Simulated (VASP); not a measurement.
TiO2:

```
CELL_PARAMETERS angstrom
2.66946 -2.67007 0.00000
2.66946 2.67007 0.00000
-2.59794 0.00000 4.73181
ATOMIC_POSITIONS crystal
Ti 0.86589 0.13411 0.75000
Ti 0.13411 0.86589 0.25000
O 0.08876 0.33122 0.16715
O 0.91124 0.66878 0.83285
O 0.66878 0.91124 0.33285
O 0.33122 0.08876 0.66715
```

Base run:

| Quantity | Value |
| --- | --- |
| Program | VASP 6.6.1 |
| Functional | LDA |
| Potentials or basis | VASP PAW LDA potentials, release 64 (Ti_sv, O) |
| Cutoff | 520 eV |
| k mesh | 8 × 8 × 6 |
| Occupations | fermi-dirac, width 0.05 eV |
| Spin | no spin polarisation |

Its results: band gap on the k mesh 2.03 eV (least direct gap 2.39 eV); pressure -3.6 GPa; largest force 0.117 eV/Å.

Question: The run is repeated on the same cell with these changes: functional from LDA to PBE; potentials or basis from VASP PAW LDA potentials, release 64 (Ti_sv, O) to VASP PAW PBE potentials, release 64 (Ti_sv, O). What comes out?

Answer: Band gap on the k mesh 2.14 eV (least direct gap 2.49 eV); pressure 8.0 GPa; largest force 0.140 eV/Å.

Caveats: the cell stands under tension (at least some runs); the cell stands under pressure (at least some runs).

A k mesh can miss the band edges.
